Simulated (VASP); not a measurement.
TaAl5, 6 atoms in the cell. It takes space group F-43m (No. 216, cubic). The conventional cell has a = 7.253 Å, b = 7.253 Å, c = 7.253 Å, α = 90.00°, β = 90.00°, γ = 90.00°. Within 4.0 Å of Ta (site symmetry -43m) lie 16 Al at 3.01 to 3.14 Å. Al (site symmetry 3m) has 9 Al at 2.56 to 3.01 Å and 3 Ta at 3.01 Å within 3.4 Å. Al (site symmetry -43m) has 12 Al at 3.01 Å and 4 Ta at 3.14 Å within 4.0 Å. 

- Program: VASP 6.6.1
- Task: single point
- Functional: PBE
- Potentials or basis: VASP PAW PBE potentials, release 64 (Ta_pv, Al)
- Cutoff: 520 eV
- k mesh: 4 × 4 × 4
- Occupations: gaussian, width 0.1 eV
- Spin: no spin polarisation
- Dipole correction: no
- Further INCAR settings: ALGO = Normal; EDIFF = 1e-07; NBANDS = 22

Potentials or basis: VASP PAW PBE potentials, release 64 (Ta_pv, Al).

Command:

```sh
$ cat potpaw_PBE.64/Ta_pv/POTCAR potpaw_PBE.64/Al/POTCAR > POTCAR
$ mpirun -np 1 vasp_std > vasp.out
```

Hardware: 1 thread of AMD EPYC 7R13, on a shared host.

Problem. How long does it take, and how much memory?

Solution. Run time: 38 s on 1 thread of AMD EPYC 7R13 (shared host), peak memory 0.2 GiB. Counts: scf iterations 13, k points 8.
